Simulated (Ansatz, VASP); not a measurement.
CdInTe2: VASP beside Ansatz

```
Cd Te In
1.0
    -4.09255    4.09255    3.66469
     4.09255   -4.09255    3.66469
     4.09255    4.09255   -3.66469
Cd Te In
2 4 2
Direct
  0.25000 0.25000 0.00000
  0.75000 0.75000 0.00000
  0.69244 0.19244 0.88489
  0.19244 0.30756 0.50000
  0.30756 0.80756 0.11511
  0.80756 0.69244 0.50000
  0.75000 0.25000 0.50000
  0.25000 0.75000 0.50000
```

Alike in both runs: functional PBE; k mesh 4 × 4 × 4; no spin polarisation.

Ansatz relaxed the structure, and its values are those at the end. VASP's run is a single point on that final structure, the one shown.

|  | VASP | Ansatz |
| --- | --- | --- |
| version | VASP 6.6.1 | Ansatz 0.2.0 |
| potentials or method | VASP PAW PBE potentials, release 64 (Cd, Te, In_d), cutoff 520 eV | PAW plane waves |
| occupations | fermi-dirac, width 0.1 eV | fermi-dirac |
| valence electrons in the cell | 74 | 130 |

VASP gave:

* gap on the k mesh at the Fermi level (eV): none
* pressure (GPa): 0.0
* rms of the force components (eV/Å): 0.004

Which values does Ansatz return?

gap on the k mesh at the Fermi level (eV): none; pressure (GPa): 0.0; rms of the force components (eV/Å): 0.002.

A gap of «none» marks a metal or a gap that the smearing closes. VASP's potentials hold 74 valence electrons a cell and Ansatz's 130, so a difference there can come from the potentials and not from the codes. Ansatz's warnings: stress scf threshold loose.

Neither program's run includes spin-orbit coupling.
